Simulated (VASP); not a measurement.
# B (Im-3m) in VASP: further runs

The runs below take B through single point, with PBEsol.

Everything below comes from runs of VASP 6.6.1. Logs are shortened: lines on timing, memory, paths and dates and some standing lists are left out, and cuts for length are marked.

**1. The cell of the first run**

Symmetry: Im-3m, No. 229, cubic system. Conventional cell: a = 1.935 Å, b = 1.935 Å, c = 1.935 Å, α = 90.00°, β = 90.00°, γ = 90.00°. B (site symmetry m-3m) has 14 B at 1.68 to 1.93 Å within 2.2 Å.

**2. Single point, PBEsol**

Input file INCAR:

```
SYSTEM = B
PREC = Accurate
ENCUT = 500
EDIFF = 1E-6
ISMEAR = -1
SIGMA = 0.08
LREAL = .False.
LASPH = .True.
NELM = 120
ALGO = Normal
ISIF = 2
LWAVE = .False.
LCHARG = .True.
GGA = PS
LELF = .True.
LVHAR = .True.
NBANDS = 8
GGA_COMPAT = .False.
```

Input file KPOINTS:

```
regular mesh
0
Gamma
  27 27 27
  0 0 0
```

Input file POSCAR:

```
B
1.0
   -0.9674264391      0.9674264391      0.9674264391
    0.9674264391     -0.9674264391      0.9674264391
    0.9674264391      0.9674264391     -0.9674264391
B
1
Direct
    0.0000000000      0.0000000000      0.0000000000
```

Potentials or basis: VASP PAW PBE potentials, release 64 (B).

On the command line:

```sh
$ cat potpaw_PBE.64/B/POTCAR > POTCAR
$ mpirun -np 1 vasp_std > vasp.out
```

OUTCAR:

```text
SYSTEM = B
   PREC = Accurate
   ENCUT = 500
   EDIFF = 1E-6
   ISMEAR = -1
   LREAL = .False.
   LASPH = .True.
   NELM = 120
   ISIF = 2
   GGA = PS

 ion  position               nearest neighbor table
   1  0.000  0.000  0.000-

  LATTYP: Found a body centered cubic cell.
 ALAT       =     1.9348528782

  Lattice vectors:

 A1 = (  -0.9674264391,   0.9674264391,   0.9674264391)
 A2 = (   0.9674264391,  -0.9674264391,   0.9674264391)
 A3 = (   0.9674264391,   0.9674264391,  -0.9674264391)

Analysis of symmetry for initial positions (statically):
=====================================================================
 Subroutine PRICEL returns:
 Original cell was already a primitive cell.

 Routine SETGRP: Setting up the symmetry group for a
 body centered cubic supercell.

 Subroutine GETGRP returns: Found 48 space group operations
 (whereof 48 operations were pure point group operations)
 out of a pool of 48 trial point group operations.

The static configuration has the point symmetry O_h .

Analysis of symmetry for dynamics (positions and initial velocities):
=====================================================================
 Subroutine PRICEL returns:
 Original cell was already a primitive cell.

 Routine SETGRP: Setting up the symmetry group for a
 body centered cubic supercell.

 Subroutine GETGRP returns: Found 48 space group operations
 (whereof 48 operations were pure point group operations)
 out of a pool of 48 trial point group operations.

The dynamic configuration has the point symmetry O_h .

 Subroutine INISYM returns: Found 48 space group operations
 (whereof 48 operations are pure point group operations),
 and found     1 'primitive' translations

----------------------------------------------------------------------------------------

                                     Primitive cell

  volume of cell :       3.6217

  direct lattice vectors                    reciprocal lattice vectors
    -0.967426439  0.967426439  0.967426439     0.000000000  0.516835162  0.516835162
     0.967426439 -0.967426439  0.967426439     0.516835162  0.000000000  0.516835162
     0.967426439  0.967426439 -0.967426439     0.516835162  0.516835162  0.000000000

  length of vectors
     1.675631745  1.675631745  1.675631745     0.730915295  0.730915295  0.730915295

  position of ions in fractional coordinates (direct lattice)
     0.000000000  0.000000000  0.000000000

  ion indices of the primitive-cell ions
   primitive index   ion index
                 1           1

----------------------------------------------------------------------------------------

 KPOINTS: regular mesh

Automatic generation of k-mesh.
 Grid dimensions read from file:
 generate k-points for:   27   27   27

 Generating k-lattice:

  Cartesian coordinates                     Fractional coordinates (reciprocal lattice)
     0.000000000  0.019142043  0.019142043     0.037037037  0.000000000  0.000000000
     0.019142043  0.000000000  0.019142043     0.000000000  0.037037037  0.000000000
     0.019142043  0.019142043  0.000000000     0.000000000  0.000000000  0.037037037

  Length of vectors
     0.027070937  0.027070937  0.027070937

  Shift w.r.t. Gamma in fractional coordinates (k-lattice)
     0.000000000  0.000000000  0.000000000

 Subroutine IBZKPT returns following result:
 ===========================================

 Found    560 irreducible k-points:

 Following reciprocal coordinates:
            Coordinates               Weight
  0.000000  0.000000  0.000000      1.000000
  0.037037  0.000000  0.000000     12.000000
  0.074074  0.000000  0.000000     12.000000
  0.111111  0.000000  0.000000     12.000000
  0.148148  0.000000  0.000000     12.000000
  0.185185  0.000000  0.000000     12.000000
[... 16 lines left out ...]
  0.333333  0.037037 -0.000000     48.000000
  0.370370  0.037037  0.000000     48.000000
 [... further k-points ...]
   k-points           NKPTS =    560   k-points in BZ     NKDIM =    560   number of bands    NBANDS=      8
   number of dos      NEDOS =    301   number of ions     NIONS =      1
   total plane-waves  NPLWV =   1728
   dimension x,y,z NGX =    12 NGY =   12 NGZ =   12
   dimension x,y,z NGXF=    24 NGYF=   24 NGZF=   24
   ions per type =               1
   NGX,Y,Z   is equivalent  to a cutoff of  11.91, 11.91, 11.91 a.u.
   NGXF,Y,Z  is equivalent  to a cutoff of  23.81, 23.81, 23.81 a.u.
 SYSTEM =  B
   PREC   = accura    normal or accurate (medium, high low for compatibility)
   ISTART =      0    job   : 0-new  1-cont  2-samecut
   ICHARG =      2    charge: 1-file 2-atom 10-const
   ISPIN  =      1    spin polarized calculation?
   LNONCOLLINEAR =      F non collinear calculations
   LSORBIT =      F    spin-orbit coupling
   LASPH  =      T    aspherical Exc in radial PAW
   ENCUT  =  500.0 eV  36.75 Ry    6.06 a.u.   3.06  3.06  3.06*2*pi/ulx,y,z
   NELM   =    120;   NELMIN=  2; NELMDL= -5     # of ELM steps
   EDIFF  = 0.1E-05   stopping-criterion for ELM
   LREAL  =      F    real-space projection
   EDIFFG = 0.1E-04   stopping-criterion for IOM
   NSW    =      0    number of steps for IOM
   IBRION =     -1    ionic relax: 0-MD 1-quasi-New 2-CG
   NFREE  =      0    steps in history (QN), initial steepest desc. (CG)
   ISIF   =      2    stress and relaxation
   ISYM   =      2    0-nonsym 1-usesym 2-fastsym
   POTIM  = 0.5000    time-step for ionic-motion
   TEBEG  =    0.0;   TEEND  =   0.0 temperature during run
   PSTRESS=    0.0 pullay stress
   NELECT =       3.0000    total number of electrons
   NUPDOWN=      -1.0000    fix difference up-down
   EMIN   =  10.00;   EMAX   =-10.00  energy-range for DOS
   EFERMI =   0.00;   METHOD = LEGACY
   ISMEAR =    -1;   SIGMA  =   0.08  broadening in eV -4-tet -1-fermi 0-gaus
   EFERMI_NEDOS =   21; number of points for ismear=-14 and -15
   IALGO  =     38    algorithm
   IMIX   =      4    mixing-type and parameters
     AMIX     =   0.40;   BMIX     =  1.00
     AMIX_MAG =   1.60;   BMIX_MAG =  1.00
  volume/ion in A,a.u.               =       3.62        24.44
  Fermi-wavevector in a.u.,A,eV,Ry     =   1.537484  2.905424 32.162232  2.363857
  Thomas-Fermi vector in A             =   2.643986
   LORBIT       =      0    0 simple, 1 ext, 2 COOP (PROOUT), +10 PAW based schemes
   GGA     = PS    functional components
   LHFCALC =     F    Hartree Fock is set to
   AEXX    =    0.0000 exact exchange contribution
   IVDW    =     0    specifies the selected vdW correction
   LEPSILON=     F    determine dielectric tensor
   LRPA    =     F    only Hartree local field effects (RPA)
 non-spin polarized calculation
  energy-cutoff  :      500.00
  volume of cell :        3.62
 maximum number of plane-waves:       100
   NGX =  7   NGY =  7   NGZ =  7

 number of electron       3.0000000 magnetization

 Free energy of the ion-electron system (eV)
  ---------------------------------------------------
  ext. energy  EPLUGINS =         0.00000000
  ---------------------------------------------------
  free energy    TOTEN  =        -3.73960076 eV

  energy without entropy =       -3.73590433  energy(sigma->0) =       -3.73775255

 E-fermi :  17.4940     XC(G=0): -15.2190

 val. band max:       17.4853072130   @ k =  -0.3704   0.4074   0.0370
 cond. band min:      17.4970552872   @ k =   0.3333   0.0741   0.0370
 fundamental gap:      0.0117480743
 Fermi energy:        17.4940305688

 k-point     1 :       0.0000    0.0000    0.0000
  band No.  band energies     occupation
      1      -8.1649      2.00000
      2      42.2705      0.00000
      3      42.2705      0.00000
      4      42.2705      0.00000
      5      63.8338      0.00000
      6      63.8338      0.00000
      7      63.8338      0.00000
      8      68.4849      0.00000

 k-point     2 :       0.0370    0.0000    0.0000
  band No.  band energies     occupation
      1      -8.0872      2.00000
      2      41.9393      0.00000
      3      41.9772      0.00000
      4      42.1920      0.00000
      5      62.7255      0.00000
      6      62.7366      0.00000
      7      64.3417      0.00000
      8      66.6260      0.00000

 k-point     3 :       0.0741    0.0000    0.0000
  band No.  band energies     occupation
      1      -7.8538      2.00000
      2      40.9207      0.00000
      3      41.1753      0.00000
      4      41.9590      0.00000
      5      60.0602      0.00000
      6      60.6222      0.00000
      7      65.7890      0.00000
      8      65.8197      0.00000

 k-point     4 :       0.1111    0.0000    0.0000
  band No.  band energies     occupation
      1      -7.4648      2.00000
      2      39.1858      0.00000
      3      40.0384      0.00000
      4      41.5811      0.00000
      5      57.6400      0.00000
      6      58.4218      0.00000
      7      64.8368      0.00000
      8      67.5236      0.00000

 k-point     5 :       0.1481    0.0000    0.0000
  band No.  band energies     occupation
      1      -6.9199      2.00000
      2      36.7988      0.00000
      3      38.7376      0.00000
      4      41.0774      0.00000
      5      55.9470      0.00000
      6      56.3356      0.00000
      7      64.2860      0.00000
      8      68.8890      0.00000

 k-point     6 :       0.1852    0.0000    0.0000
  band No.  band energies     occupation
      1      -6.2197      2.00000
      2      33.9406      0.00000
      3      37.3992      0.00000
      4      40.4785      0.00000
      5      54.4231      0.00000
      6      54.9335      0.00000
      7      64.1574      0.00000
      8      70.6122      0.00000

 k-point     7 :       0.2222    0.0000    0.0000
  band No.  band energies     occupation
      1      -5.3655      2.00000
      2      30.8287      0.00000
      3      36.1065      0.00000
      4      39.8231      0.00000
      5      52.7063      0.00000
      6      54.4414      0.00000
      7      64.4234      0.00000
      8      72.6347      0.00000

 k-point     8 :       0.2593    0.0000    0.0000
  band No.  band energies     occupation
      1      -4.3607      2.00000
      2      27.6401      0.00000
      3      34.9133      0.00000
      4      39.1533      0.00000
      5      51.1959      0.00000
      6      54.3208      0.00000
      7      65.0447      0.00000
      8      74.8912      0.00000

 k-point     9 :       0.2963    0.0000    0.0000
  band No.  band energies     occupation
      1      -3.2129      2.00000
      2      24.4980      0.00000
      3      33.8518      0.00000
      4      38.5088      0.00000
      5      49.8965      0.00000
      6      54.4582      0.00000
      7      65.9746      0.00000
      8      77.2673      0.00000

 k-point    10 :       0.3333    0.0000    0.0000
  band No.  band energies     occupation
      1      -1.9377      2.00000
      2      21.4912      0.00000
      3      32.9454      0.00000
      4      37.9240      0.00000
      5      48.8113      0.00000
      6      54.7634      0.00000
      7      67.1567      0.00000
      8      79.4264      0.00000
[... 78 lines left out ...]
 k-point    18 :       0.1481    0.0370    0.0000
  band No.  band energies     occupation
      1      -6.5306      2.00000
      2      35.4113      0.00000
      3      37.8120      0.00000
      4      40.4825      0.00000
      5      55.2518      0.00000
      6      55.5251      0.00000
      7      64.1751      0.00000
      8      69.8871      0.00000

 k-point    19 :       0.1852    0.0370    0.0000
  band No.  band energies     occupation
      1      -5.7528      2.00000
      2      32.4169      0.00000
      3      36.4877      0.00000
      4      39.7972      0.00000
      5      53.8701      0.00000
      6      54.5779      0.00000
      7      64.2964      0.00000
      8      71.7037      0.00000

 k-point    20 :       0.2222    0.0370    0.0000
  band No.  band energies     occupation
      1      -4.8222      2.00000
      2      29.2534      0.00000
      3      35.2484      0.00000
      4      39.0771      0.00000
      5      52.4022      0.00000
      6      54.3088      0.00000
      7      64.7610      0.00000
      8      73.8299      0.00000

 k-point    21 :       0.2593    0.0370    0.0000
  band No.  band energies     occupation
      1      -3.7439      2.00000
      2      26.0772      0.00000
      3      34.1293      0.00000
      4      38.3669      0.00000
      5      51.1094      0.00000
      6      54.3478      0.00000
      7      65.5450      0.00000
      8      76.1753      0.00000

 k-point    22 :       0.2963    0.0370   -0.0000
  band No.  band energies     occupation
      1      -2.5285      2.00000
      2      22.9932      0.00000
      3      33.1545      0.00000
      4      37.7062      0.00000
      5      50.0021      0.00000
      6      54.5975      0.00000
      7      66.6028      0.00000
      8      78.5475      0.00000

 k-point    23 :       0.3333    0.0370   -0.0000
  band No.  band energies     occupation
      1      -1.1980      2.00000
      2      20.0818      0.00000
      3      32.3398      0.00000
      4      37.1270      0.00000
      5      49.0884      0.00000
      6      54.9757      0.00000
      7      67.8749      0.00000
      8      80.1425      0.00000

 k-point    24 :       0.3704    0.0370    0.0000
  band No.  band energies     occupation
      1       0.2014      2.00000
      2      17.4252      1.40562
      3      31.6972      0.00000
      4      36.6539      0.00000
      5      48.3737      0.00000
      6      55.4043      0.00000
      7      69.2772      0.00000
      8      79.7293      0.00000

 [... further k-points ...]
[... 5 lines left out ...]
  --------------------------------------------------------------------------------------
  -------------------------------------------------------------------------------------
  Total        7.2723070      7.2723070      7.2723070      0.0000000     -0.0000000      0.0000000
  in kB     3217.1324442   3217.1324442   3217.1324442      0.0000000     -0.0000000      0.0000000
  external PRESSURE =    3217.1324442 kB  Pullay stress =       0.0000000 kB

 VOLUME and BASIS-vectors are now :
 -----------------------------------------------------------------------------
  energy-cutoff  :      500.00
  volume of cell :        3.62
      direct lattice vectors                 reciprocal lattice vectors
    -0.967426439  0.967426439  0.967426439     0.000000000  0.516835162  0.516835162
     0.967426439 -0.967426439  0.967426439     0.516835162  0.000000000  0.516835162
     0.967426439  0.967426439 -0.967426439     0.516835162  0.516835162  0.000000000

 POSITION                                       TOTAL-FORCE (eV/Angst)
 -----------------------------------------------------------------------------------
      0.00000      0.00000      0.00000         0.000000     -0.000000      0.000000
 -----------------------------------------------------------------------------------
    total drift:                               -0.000000     -0.000000      0.000000

  FREE ENERGIE OF THE ION-ELECTRON SYSTEM (eV)
  ---------------------------------------------------
  free  energy   TOTEN  =        -3.7396007561 eV

  energy  without entropy=       -3.7359043347  energy(sigma->0) =       -3.73775255
```

It took 6.4 s on 1 thread of Intel Xeon 6975P-C, shared host; peak memory 0.11 GiB.

What came out:

| Quantity | Value |
| --- | --- |
| Free energy | -3.7396 eV |
| Pressure | 321.7 GPa |

Caveat: the PAW data sets were made with another functional, which shifts forces and pressure a little.

[end of part 1 of 2]
